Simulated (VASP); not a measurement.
# Tl8HCl8 (a cell with a defect) in VASP: notebook

Runs on Tl8HCl8 (a cell with a defect). Level: PBE. Tasks: single point.

All numbers are computed with VASP 6.6.1; they aren't measurements. Logs are shortened: lines on timing, memory, paths and dates and some standing lists are left out, and cuts for length are marked.

## Step 1: The cell of the first run

The cell holds a defect, 17 atoms: a = 7.795 Å, b = 7.795 Å, c = 7.795 Å, α = 90.00°, β = 90.00°, γ = 90.00°.

## Step 2: Single point, PBE

INCAR reads:

```
  ALGO = Normal
  EDIFF = 1E-7
  ENCUT = 520
  GGA = PE
  ISIF = 2
  ISMEAR = 0
  LASPH = True
  LCHARG = True
  LELF = True
  LREAL = Auto
  LVHAR = True
  LWAVE = False
  NBANDS = 94
  NELECT = 162.0
  NELM = 80
  PREC = Accurate
  SIGMA = 0.02
```

KPOINTS reads:

```
Automatic mesh
0
Gamma
  2 2 2
  0.5 0.5 0.5
```

POSCAR reads:

```
Tl8HCl8
1.0
    0.0000000000      0.0000000000      7.7949666903
   -7.7949666903      0.0000000000      0.0000000000
    0.0000000000     -7.7949666903      0.0000000000
Tl Cl H
8 8 1
Direct
   -0.0001089164      0.4675274629      0.0080304384
    0.4999741699      0.5160605760     -0.0033850048
    0.0005669043      0.5018697520      0.5008549947
    0.5006675660      0.5031400589      0.4900541788
   -0.2759166377      0.9995092102      0.0005761410
    0.2748258056      0.9995973440      0.0005372698
   -0.0001034001      1.0028036438      0.5863434934
    0.4999632654      1.0002685463      0.4658678022
    0.2473394790      0.2689819063      0.2699381644
    0.7538159217      0.2687417513      0.2699500952
    0.2610674402      0.2749485771      0.7318212157
    0.7396399791      0.2749884746      0.7319847828
    0.2440046347      0.7282554532      0.2670024238
    0.7572282518      0.7283344786      0.2669087737
    0.2565889092      0.7264841820      0.7305425701
    0.7444401279      0.7262235010      0.7308676517
   -0.0007807602      0.0107024190      0.9568063978
```

Potentials or basis: VASP PAW PBE potentials, release 64 (Tl_d, Cl, H).

Run with:

```sh
$ cat potpaw_PBE.64/Tl_d/POTCAR potpaw_PBE.64/Cl/POTCAR potpaw_PBE.64/H/POTCAR > POTCAR
$ mpirun -np 1 vasp_std > vasp.out
```

OUTCAR:

```text
EDIFF = 1E-7
   ENCUT = 520
   GGA = PE
   ISIF = 2
   ISMEAR = 0
   LASPH = True
   LREAL = Auto
   NELECT = 162.0
   NELM = 80
   PREC = Accurate

 ion  position               nearest neighbor table
   1  1.000  0.468  0.008-  10 3.20   9 3.21  12 3.32  11 3.32   3 3.85   2 3.92   2 3.92   3 3.96

   2  0.500  0.516  0.997-  15 3.25  16 3.26  13 3.34  14 3.35  11 3.36  12 3.36   4 3.85   1 3.92
                             1 3.92   4 3.95
   3  0.001  0.502  0.501-  13 3.17  14 3.17   9 3.20  10 3.20  15 3.20  16 3.20  11 3.24  12 3.24
                             1 3.85   4 3.90   4 3.90   7 3.95   7 3.96   1 3.96
   4  0.501  0.503  0.490-  13 3.18  14 3.18  16 3.19  15 3.19   9 3.19  10 3.19  12 3.19  11 3.19
                             2 3.85   8 3.88   3 3.90   3 3.90   8 3.92   2 3.95
   5  0.724  1.000  0.001-  17 2.17  14 2.97  10 2.98  16 3.00  12 3.00   6 3.50   7 3.88   8 4.03

   6  0.275  1.000  0.001-  17 2.18  13 2.97   9 2.98  15 3.00  11 3.00   5 3.50   7 3.88   8 4.03

   7  1.000  0.003  0.586-  16 3.14  12 3.15  15 3.15  11 3.15   6 3.88   5 3.88   3 3.95   3 3.96
                             8 4.01   8 4.01
   8  0.500  0.000  0.466-   9 3.26  10 3.26  13 3.30  14 3.30   4 3.88   4 3.92   7 4.01   7 4.01
                             5 4.03   6 4.03
   9  0.247  0.269  0.270-   6 2.98   4 3.19   3 3.20   1 3.21   8 3.26
  10  0.754  0.269  0.270-   5 2.98   4 3.19   3 3.20   1 3.20   8 3.26
  11  0.261  0.275  0.732-   6 3.00   7 3.15   4 3.19   3 3.24   1 3.32   2 3.36
  12  0.740  0.275  0.732-   5 3.00   7 3.15   4 3.19   3 3.24   1 3.32   2 3.36
  13  0.244  0.728  0.267-   6 2.97   3 3.17   4 3.18   8 3.30   2 3.34
  14  0.757  0.728  0.267-   5 2.97   3 3.17   4 3.18   8 3.30   2 3.35
  15  0.257  0.726  0.731-   6 3.00   7 3.15   4 3.19   3 3.20   2 3.25
  16  0.744  0.726  0.731-   5 3.00   7 3.14   4 3.19   3 3.20   2 3.26
  17  0.999  0.011  0.957-   5 2.17   6 2.18

  LATTYP: Found a simple cubic cell.
 ALAT       =     7.7949666903

  Lattice vectors:

 A1 = (   0.0000000000,   0.0000000000,   7.7949666903)
 A2 = (  -7.7949666903,   0.0000000000,   0.0000000000)
 A3 = (   0.0000000000,  -7.7949666903,   0.0000000000)

Analysis of symmetry for initial positions (statically):
=====================================================================
 Subroutine PRICEL returns:
 Original cell was already a primitive cell.

 Routine SETGRP: Setting up the symmetry group for a
 simple cubic supercell.

 Subroutine GETGRP returns: Found  1 space group operations
 (whereof  1 operations were pure point group operations)
 out of a pool of 48 trial point group operations.

The static configuration has the point symmetry C_1 .

Analysis of symmetry for dynamics (positions and initial velocities):
=====================================================================
 Subroutine PRICEL returns:
 Original cell was already a primitive cell.

 Routine SETGRP: Setting up the symmetry group for a
 simple cubic supercell.

 Subroutine GETGRP returns: Found  1 space group operations
 (whereof  1 operations were pure point group operations)
 out of a pool of 48 trial point group operations.

The dynamic configuration has the point symmetry C_1 .

 Subroutine INISYM returns: Found  1 space group operations
 (whereof  1 operations are pure point group operations),
 and found     1 'primitive' translations

----------------------------------------------------------------------------------------

                                     Primitive cell

  volume of cell :     473.6339

  direct lattice vectors                    reciprocal lattice vectors
     0.000000000  0.000000000  7.794966690     0.000000000  0.000000000  0.128287912
    -7.794966690  0.000000000  0.000000000    -0.128287912  0.000000000  0.000000000
     0.000000000 -7.794966690  0.000000000     0.000000000 -0.128287912  0.000000000

  length of vectors
     7.794966690  7.794966690  7.794966690     0.128287912  0.128287912  0.128287912

  position of ions in fractional coordinates (direct lattice)
     0.999891084  0.467527463  0.008030438
     0.499974170  0.516060576  0.996614995
     0.000566904  0.501869752  0.500854995
     0.500667566  0.503140059  0.490054179
     0.724083362  0.999509210  0.000576141
     0.274825806  0.999597344  0.000537270
[... 9 lines left out ...]
     0.744440128  0.726223501  0.730867652
     0.999219240  0.010702419  0.956806398

  ion indices of the primitive-cell ions
   primitive index   ion index
                 1           1
                 2           2
                 3           3
                 4           4
                 5           5
                 6           6
[... 9 lines left out ...]
                16          16
                17          17

----------------------------------------------------------------------------------------

 KPOINTS: Automatic mesh

Automatic generation of k-mesh.
 Grid dimensions read from file:
 generate k-points for:    2    2    2

 Generating k-lattice:

  Cartesian coordinates                     Fractional coordinates (reciprocal lattice)
     0.000000000  0.000000000  0.064143956     0.500000000  0.000000000  0.000000000
    -0.064143956  0.000000000  0.000000000     0.000000000  0.500000000  0.000000000
     0.000000000 -0.064143956  0.000000000     0.000000000  0.000000000  0.500000000

  Length of vectors
     0.064143956  0.064143956  0.064143956

  Shift w.r.t. Gamma in fractional coordinates (k-lattice)
     0.500000000  0.500000000  0.500000000

 Subroutine IBZKPT returns following result:
 ===========================================

 Found      4 irreducible k-points:

 Following reciprocal coordinates:
            Coordinates               Weight
  0.250000  0.250000  0.250000      2.000000
 -0.250000  0.250000  0.250000      2.000000
 -0.250000 -0.250000  0.250000      2.000000
  0.250000 -0.250000  0.250000      2.000000
   k-points           NKPTS =      4   k-points in BZ     NKDIM =      4   number of bands    NBANDS=     94
   number of dos      NEDOS =    301   number of ions     NIONS =     17
   total plane-waves  NPLWV = 216000
   dimension x,y,z NGX =    60 NGY =   60 NGZ =   60
   dimension x,y,z NGXF=   120 NGYF=  120 NGZF=  120
   ions per type =               8   8   1
   NGX,Y,Z   is equivalent  to a cutoff of  12.80, 12.80, 12.80 a.u.
   NGXF,Y,Z  is equivalent  to a cutoff of  25.59, 25.59, 25.59 a.u.
 SYSTEM =  unknown system
   PREC   = accura    normal or accurate (medium, high low for compatibility)
   ISTART =      0    job   : 0-new  1-cont  2-samecut
   ICHARG =      2    charge: 1-file 2-atom 10-const
   ISPIN  =      1    spin polarized calculation?
   LNONCOLLINEAR =      F non collinear calculations
   LSORBIT =      F    spin-orbit coupling
   LASPH  =      T    aspherical Exc in radial PAW
   ENCUT  =  520.0 eV  38.22 Ry    6.18 a.u.  14.49 14.49 14.49*2*pi/ulx,y,z
   NELM   =     80;   NELMIN=  2; NELMDL= -5     # of ELM steps
   EDIFF  = 0.1E-06   stopping-criterion for ELM
   LREAL  =      T    real-space projection
   EDIFFG = 0.1E-05   stopping-criterion for IOM
   NSW    =      0    number of steps for IOM
   IBRION =     -1    ionic relax: 0-MD 1-quasi-New 2-CG
   NFREE  =      0    steps in history (QN), initial steepest desc. (CG)
   ISIF   =      2    stress and relaxation
   ISYM   =      2    0-nonsym 1-usesym 2-fastsym
   POTIM  = 0.5000    time-step for ionic-motion
   TEBEG  =    0.0;   TEEND  =   0.0 temperature during run
   PSTRESS=    0.0 pullay stress
   NELECT =     162.0000    total number of electrons
   NUPDOWN=      -1.0000    fix difference up-down
   EMIN   =  10.00;   EMAX   =-10.00  energy-range for DOS
   EFERMI =   0.00;   METHOD = LEGACY
   ISMEAR =     0;   SIGMA  =   0.02  broadening in eV -4-tet -1-fermi 0-gaus
   EFERMI_NEDOS =   21; number of points for ismear=-14 and -15
   IALGO  =     38    algorithm
   IMIX   =      4    mixing-type and parameters
     AMIX     =   0.40;   BMIX     =  1.00
     AMIX_MAG =   1.60;   BMIX_MAG =  1.00
  volume/ion in A,a.u.               =      27.86       188.01
  Fermi-wavevector in a.u.,A,eV,Ry     =   1.144895  2.163537 17.834300  1.310784
  Thomas-Fermi vector in A             =   2.281585
   LORBIT       =      0    0 simple, 1 ext, 2 COOP (PROOUT), +10 PAW based schemes
   GGA     = PE    functional components
   LHFCALC =     F    Hartree Fock is set to
   AEXX    =    0.0000 exact exchange contribution
   IVDW    =     0    specifies the selected vdW correction
   LEPSILON=     F    determine dielectric tensor
   LRPA    =     F    only Hartree local field effects (RPA)
 non-spin polarized calculation
 Gauss-broadening in eV      SIGMA  =   0.02
  energy-cutoff  :      520.00
  volume of cell :      473.63
 maximum number of plane-waves:     12728
 NGX is ok and might be reduce to    60
   NGX = 29   NGY = 29   NGZ = 29

 number of electron     161.9999971 magnetization

 Free energy of the ion-electron system (eV)
  ---------------------------------------------------
  ext. energy  EPLUGINS =         0.00000000
  ---------------------------------------------------
  free energy    TOTEN  =       -46.25256707 eV

  energy without entropy =      -46.25256707  energy(sigma->0) =      -46.25256707

 E-fermi :   3.2392     XC(G=0):  -8.9355

 val. band max:        3.0952654819   @ k =   0.2500   0.2500   0.2500
 cond. band min:       5.4378475469   @ k =  -0.2500   0.2500   0.2500
 fundamental gap:      2.3425820651
 Fermi energy:         3.2392313310

 k-point     1 :       0.2500    0.2500    0.2500
  band No.  band energies     occupation
      1     -11.5046      2.00000
      2     -11.3748      2.00000
      3     -11.3371      2.00000
      4     -11.2954      2.00000
      5     -11.2598      2.00000
      6     -11.2057      2.00000
[... 85 lines left out ...]
     92       7.2124      0.00000
     93       7.5556      0.00000

 k-point     2 :      -0.2500    0.2500    0.2500
  band No.  band energies     occupation
      1     -11.5046      2.00000
      2     -11.3747      2.00000
      3     -11.3372      2.00000
      4     -11.2954      2.00000
      5     -11.2597      2.00000
      6     -11.2057      2.00000
[... 85 lines left out ...]
     92       7.2123      0.00000
     93       7.5551      0.00000

 k-point     3 :      -0.2500   -0.2500    0.2500
  band No.  band energies     occupation
      1     -11.5060      2.00000
      2     -11.3771      2.00000
      3     -11.3178      2.00000
      4     -11.3141      2.00000
      5     -11.2360      2.00000
      6     -11.2301      2.00000
[... 85 lines left out ...]
     92       7.1366      0.00000
     93       7.6308      0.00000

 k-point     4 :       0.2500   -0.2500    0.2500
  band No.  band energies     occupation
      1     -11.5060      2.00000
      2     -11.3771      2.00000
      3     -11.3177      2.00000
      4     -11.3140      2.00000
      5     -11.2361      2.00000
      6     -11.2301      2.00000
[... 85 lines left out ...]
     92       7.1366      0.00000
     93       7.6366      0.00000
 [bands above 93 left out]

------------------------ aborting loop because EDIFF is reached ----------------------------------------

  FORCE on cell =-STRESS in cart. coord.  units (eV):
  Direction    XX          YY          ZZ          XY          YZ          ZX
  --------------------------------------------------------------------------------------
  -------------------------------------------------------------------------------------
  Total       16.0531620     15.1885944     11.9123430     -0.0965363     -0.0107653      0.0044500
  in kB       54.3035697     51.3789678     40.2962825     -0.3265566     -0.0364160      0.0150532
  external PRESSURE =      48.6596067 kB  Pullay stress =       0.0000000 kB

 VOLUME and BASIS-vectors are now :
 -----------------------------------------------------------------------------
  energy-cutoff  :      520.00
  volume of cell :      473.63
      direct lattice vectors                 reciprocal lattice vectors
     0.000000000  0.000000000  7.794966690     0.000000000  0.000000000  0.128287912
    -7.794966690  0.000000000  0.000000000    -0.128287912  0.000000000  0.000000000
     0.000000000 -7.794966690  0.000000000     0.000000000 -0.128287912  0.000000000

 POSITION                                       TOTAL-FORCE (eV/Angst)
 -----------------------------------------------------------------------------------
     -3.64436     -0.06260      7.79412        -0.019889      0.004252      0.000399
     -4.02268     -7.76858      3.89728         0.005289     -0.000199     -0.000273
     -3.91206     -3.90415      0.00442        -0.009432     -0.006174      0.000582
     -3.92196     -3.81996      3.90269         0.007908     -0.002352     -0.000985
     -7.79114     -0.00449      5.64421         0.012730      0.014674     -0.007308
     -7.79183     -0.00419      2.14226         0.013017      0.014836      0.006003
[... 9 lines left out ...]
     -5.66089     -5.69709      5.80289        -0.003566     -0.002934      0.003162
     -0.08342     -7.45827      7.78888        -0.006422      0.036441      0.000930
 -----------------------------------------------------------------------------------
    total drift:                                0.001657     -0.000795      0.000207

  FREE ENERGIE OF THE ION-ELECTRON SYSTEM (eV)
  ---------------------------------------------------
  free  energy   TOTEN  =       -46.2525670722 eV

  energy  without entropy=      -46.2525670722  energy(sigma->0) =      -46.25256707
```

Wall time 2.4 min (1 thread of Intel Xeon 6975P-C (Granite Rapids), shared host); peak memory 0.53 GiB.

What came out:

```yaml
Free_energy: -46.2526 eV
Largest_force: 0.037 eV/Å
```

Forces in eV/Å, atoms in the order of the input:
```
Tl  -0.020  0.004  0.000
Tl   0.005  0.000  0.000
Tl  -0.009 -0.006  0.001
Tl   0.008 -0.002 -0.001
Tl   0.013  0.015 -0.007
Tl   0.013  0.015  0.006
Tl   0.006 -0.036  0.000
Tl   0.012  0.003  0.000
Cl  -0.005 -0.008 -0.019
Cl  -0.005 -0.008  0.019
Cl  -0.015  0.002 -0.011
Cl  -0.014  0.002  0.010
Cl   0.012 -0.004 -0.006
Cl   0.012 -0.005  0.006
Cl  -0.003 -0.004 -0.003
Cl  -0.004 -0.003  0.003
H   -0.006  0.036  0.001
```

Caveat: the cell carries a net charge on a neutralising background, which shifts energy and pressure; the cell is charged against a uniform background, so pressure and absolute levels hang on convention; spin-orbit coupling is left out, which moves the levels of the heavy elements.

## Step 3: Single point, PBE

INCAR reads:

```
PREC = Accurate
ENCUT = 520
EDIFF = 1E-6
ISMEAR = 0
SIGMA = 0.02
LREAL = Auto
LASPH = True
NELM = 80
ALGO = Normal
ISIF = 2
LWAVE = False
LCHARG = True
GGA = PE
LELF = True
LVHAR = True
NELECT = 162.0
NBANDS = 94
```

KPOINTS is that of step 2.

POSCAR reads:

```
Tl8HCl8
1.0
    0.0000000000      0.0000000000      7.7949666903
   -7.7949666903      0.0000000000      0.0000000000
    0.0000000000     -7.7949666903      0.0000000000
Tl Cl H
8 8 1
Direct
   -0.0001001929      0.4136371749     -0.0027647328
    0.4999649331      0.5341399348     -0.0003293151
    0.0005675457      0.4991586436      0.4981524815
    0.5006676943      0.5099305947      0.4968277805
   -0.2759158680      0.9994250533      0.0004917276
    0.2748252924      0.9994655923      0.0004096233
   -0.0001158440      0.9919951306      0.5324245972
    0.4999685252      1.0033557949      0.4839639667
    0.2565409295      0.2693822929      0.2735893667
    0.7444156249      0.2691507332      0.2737683283
    0.2610870682      0.2682355272      0.7251106034
    0.7396526796      0.2680019150      0.7250013021
    0.2440004012      0.7329203866      0.2716694098
    0.7572331268      0.7331324465      0.2717045607
    0.2473748865      0.7301271739      0.7309501408
    0.7538270827      0.7300349349      0.7312799690
   -0.0007808885      0.0432077536      0.9893209691
```

Potentials or basis: VASP PAW PBE potentials, release 64 (Tl_d, Cl, H).

Run with:

```sh
$ cat potpaw_PBE.64/Tl_d/POTCAR potpaw_PBE.64/Cl/POTCAR potpaw_PBE.64/H/POTCAR > POTCAR
$ mpirun -np 1 vasp_std > vasp.out
```

Run time: 5 min. Hardware: 1 thread of Intel Xeon Platinum 8488C (Sapphire Rapids), shared host; peak memory 0.53 GiB.

The run converged. Its results:

| Item | Value |
| --- | --- |
| Free energy | -46.2526 eV |
| Largest force | 0.037 eV/Å |

Forces on the atoms (eV/Å):
```
Tl   0.036 -0.006  0.000
Tl  -0.004 -0.012  0.000
Tl   0.006  0.009  0.001
Tl   0.002 -0.008 -0.001
Tl  -0.015 -0.013 -0.007
Tl  -0.015 -0.013  0.006
Tl  -0.004  0.020  0.000
Tl   0.000 -0.005  0.000
Cl   0.004  0.003 -0.003
Cl   0.003  0.003  0.003
Cl  -0.002  0.015 -0.011
Cl  -0.002  0.014  0.010
Cl   0.004 -0.011 -0.006
Cl   0.005 -0.012  0.006
Cl   0.008  0.005 -0.019
Cl   0.008  0.004  0.019
H   -0.036  0.006  0.001
```

Levels at points of the mesh, in eV from the Fermi level:
```
           k point  band 77  band 78  band 79  band 80  band 81  band 82  band 83  band 84  band 85  band 86
(0.25, 0.25, 0.25)    -1.60    -1.52    -1.35    -1.05    -0.15     2.20     2.47     2.58     2.80     2.97
```

Caveat: the cell carries a net charge on a neutralising background, which shifts energy and pressure; the cell is charged against a uniform background, so pressure and absolute levels hang on convention; spin-orbit coupling is left out, which moves the levels of the heavy elements.
